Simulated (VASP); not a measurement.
**Pd: single point with revPBE**

The system is Pd.

```
Pd
1.0
    -1.53691    1.53691    1.53691
     1.53691   -1.53691    1.53691
     1.53691    1.53691   -1.53691
Pd
1
Direct
  0.00000 0.00000 0.00000
```

This cell differs from its parent crystal: volume scaled by 0.92.

| Quantity | Value |
| --- | --- |
| Program | VASP 6.6.1 |
| Task | single point |
| Functional | revPBE |
| Potentials or basis | VASP PAW PBE potentials, release 64 (Pd) |
| Cutoff | 520 eV |
| k mesh | 16 × 16 × 16 |
| Occupations | fermi-dirac, width 0.05 eV |
| Spin | collinear spin, ferromagnetic start |
| Starting moments | [0.5] μB |
| Dipole correction | no |
| Further INCAR settings | ALGO = Normal; EDIFF = 1e-06; NBANDS = 15 |

```json
{"Pressure": "15.3 GPa", "Band gap on the k mesh": "zero (filled and empty bands overlap)", "Net moment": "0.00 μB per cell", "Valence electrons inside the program's atomic spheres": "Pd 9.49"}
```

Levels at points of the mesh, in eV from the Fermi level:
Spin up:
```tsv
k point	band 1	band 2	band 3	band 4	band 5	band 6	band 7	band 8	band 9	band 10
(0.00, 0.00, 0.00)	-7.24	-3.04	-3.04	-3.04	-1.01	-1.01	19.41	19.41	19.41	26.38
(0.50, 0.00, 0.00)	-5.44	-4.28	-1.07	-0.76	0.62	1.38	8.12	15.19	18.10	24.66
(0.50, 0.50, 0.50)	-5.40	-5.40	0.22	0.22	0.22	9.34	9.34	9.34	17.88	17.88
```
Spin down:
| k point | band 2 | band 3 | band 4 | band 5 | band 6 | band 7 | band 8 | band 9 |
| --- | --- | --- | --- | --- | --- | --- | --- | --- |
| (0.00, 0.00, 0.00) | -3.04 | -3.04 | -3.04 | -1.01 | -1.01 | 19.41 | 19.41 | 19.41 |
| (0.50, 0.00, 0.00) | -4.28 | -1.07 | -0.76 | 0.62 | 1.38 | 8.12 | 15.19 | 18.10 |
| (0.50, 0.50, 0.50) | -5.40 | 0.22 | 0.22 | 0.22 | 9.34 | 9.34 | 9.34 | 17.88 |

It took 38 s on 1 thread of Intel(R) Xeon(R) Platinum 8488C (Sapphire Rapids), with other jobs on the host, peak memory 0.16 GiB.

Caveat: the PAW data sets were made with another functional, which shifts forces and pressure a little.
